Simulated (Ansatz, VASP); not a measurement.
**Nb in VASP and in Ansatz**

The input INCAR:

```
SYSTEM = Nb
  PREC = Accurate
  ENCUT = 600
  EDIFF = 1E-6
  ISMEAR = -1
  SIGMA = 0.05
  LREAL = .FALSE.
  LASPH = .TRUE.
  NELM = 80
  ALGO = Normal
  ISIF = 3
  LWAVE = .FALSE.
  LCHARG = .FALSE.
  GGA = PE
  IBRION = 2
  NSW = 60
  EDIFFG = -0.005
```

The input KPOINTS:

```
regular mesh
0
G
  17 17 17
  0 0 0
```

The input POSCAR:

```
Nb
1.0
   -1.6548069191      1.6548069191      1.6548069191
    1.6548069191     -1.6548069191      1.6548069191
    1.6548069191      1.6548069191     -1.6548069191
Nb
1
Direct
    0.0000000000      0.0000000000      0.0000000000
```

Input for Ansatz:

```yaml
crystal:
  lattice:
    - [-1.6548069191, 1.6548069191, 1.6548069191]
    - [1.6548069191, -1.6548069191, 1.6548069191]
    - [1.6548069191, 1.6548069191, -1.6548069191]
  atoms:
    - { symbol: Nb, position: [0.0, 0.0, 0.0] }
kpoints:
  mp_grid: { grid: [17, 17, 17] }
scf:
  occupations: { method: fermi_dirac, width: 0.05 }
hamiltonian:
  xc: pbe
  pseudopotentials: { kind: paw }
output:
  forces: true
  stress: true
relax:
  f_tol: 0.005
  max_steps: 40
  cell: {}
```

Alike in both runs: task relaxation of cell and atoms; functional PBE; k mesh 17 × 17 × 17; occupations fermi-dirac, width 0.05 eV; no spin polarisation.

|  | VASP | Ansatz |
| --- | --- | --- |
| version | VASP 6.6.1 | Ansatz 0.2.0 |
| potentials or method | VASP PAW PBE potentials, release 64 (Nb_sv) | PAW with Ansatz's default frozen-core files, scalar-relativistic |
| plane-wave cutoff (eV) | 600 | 420 |
| valence electrons in the cell | 13 | 13 |

```tsv
	VASP	Ansatz	Ansatz less VASP
relaxed volume (Å³/atom)	18.09	18.12	+0.032
relaxed cell length with the largest relative difference (Å)	2.864	2.866	+0.0017
```
